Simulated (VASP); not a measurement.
SnBi3, 4 atoms in the cell. The structure is tetragonal, space group I4/mmm (No. 139). Conventional cell: a = 4.759 Å, b = 4.759 Å, c = 11.505 Å, α = 90.00°, β = 90.00°, γ = 90.00°. Sn (site symmetry 4/mmm) has 12 Bi at 3.37 to 3.73 Å within 4.4 Å. Bi (site symmetry 4/mmm) has 4 Sn at 3.37 Å and 8 Bi at 3.73 Å within 4.4 Å. Bi (site symmetry -4m2) has 8 Bi at 3.37 to 3.73 Å and 4 Sn at 3.73 Å within 4.4 Å. 

- Program: VASP 6.6.1
- Task: single point
- Functional: PBEsol
- Potentials or basis: VASP PAW PBE potentials, release 64 (Sn_d, Bi_d)
- Cutoff: 520 eV
- k mesh: 12 × 12 × 12
- Occupations: gaussian, width 0.1 eV
- Spin: no spin polarisation
- Dipole correction: no
- Further INCAR settings: ALGO = Fast; EDIFF = 1e-06; NBANDS = 38

Potentials or basis: VASP PAW PBE potentials, release 64 (Sn_d, Bi_d).

Command:

```bash
$ cat potpaw_PBE.64/Sn_d/POTCAR potpaw_PBE.64/Bi_d/POTCAR > POTCAR
$ mpirun -np 1 vasp_std > vasp.out
```

Hardware: 1 thread of AMD EPYC 7R13 Processor (Zen 3) (shared host).

**Question.** How long does it take, and how much memory?

**Answer.** Wall time 24 min on 1 thread of AMD EPYC 7R13 Processor (Zen 3), on a shared host, peak memory 0.79 GiB. Counts: scf iterations 13, k points 163.
